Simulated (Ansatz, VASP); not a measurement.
One calculation of BAs, two programs

INCAR

```
ALGO = Normal
EDIFF = 1E-6
ENCUT = 560
GGA = PE
GGA_COMPAT = False
ISIF = 2
ISMEAR = -1
LASPH = True
LCHARG = True
LELF = True
LREAL = False
LVHAR = True
LWAVE = False
NBANDS = 16
NELM = 120
PREC = Accurate
SIGMA = 0.02
```

Contents of KPOINTS:

```
k-points
0
Gamma
  10 10 10
```

POSCAR

```
BAs
1.0
    0.0000000000      2.3201115760      2.4249710624
    2.3201115760      0.0000000000      2.4249710624
    2.3201115760      2.3201115760      0.0000000000
B As
1 1
Direct
    0.0000000000      0.0000000000      0.0000000000
    0.2500000000      0.2500000000      0.2500000000
```

Input for Ansatz:

```yaml
crystal:
  lattice:
    - [0.0, 2.320111576, 2.4249710624]
    - [2.320111576, 0.0, 2.4249710624]
    - [2.320111576, 2.320111576, 0.0]
  atoms:
    - { symbol: B, position: [0.0, 0.0, 0.0] }
    - { symbol: As, position: [0.25, 0.25, 0.25] }
kpoints:
  mp_grid: { grid: [10, 10, 10] }
  band_path:
    path:
      - [0.0, 0.0, 0.0]
      - [-0.5, -0.5, 0.0]
      - [-0.375, -0.375, 0.25]
      - [-0.375, 0.0, 0.375]
      - [0.0, 0.0, 0.5]
      - [-0.5, -0.25, 0.25]
      - [0.0, 0.401042, 0.401042]
    npoints: 1
hamiltonian:
  xc: pbe
scf:
  occupations: { method: fermi_dirac, width: 0.02 }
  n_extra_bands: 4
output:
  forces: true
  stress: true
  eigenvalues: true
```

Change from the starting cell: epitaxial_xy strain -3.0%.

Alike in both runs: task single point; functional PBE; k mesh 10 × 10 × 10; occupations fermi-dirac, width 0.02 eV; no spin polarisation.

```csv
,VASP,Ansatz
version,VASP 6.6.1,Ansatz 0.2.0
potentials or method,"VASP PAW PBE potentials, release 64 (B, As_d)","plane waves, PAW"
plane-wave cutoff (eV),560,420
valence electrons in the cell,18,18
```

VASP gave:

* gap on the k mesh at the Fermi level (eV): 0.80
* pressure (GPa): 9.2
* traceless stress, the component that is largest in VASP (GPa): -6.78

Question: What did Ansatz give for the same quantities?

Answer: gap on the k mesh at the Fermi level (eV): 0.80; pressure (GPa): 9.4; traceless stress, the component that is largest in VASP (GPa): -6.77.

The functional is the same, so the differences come from potentials, cutoffs and numerics.
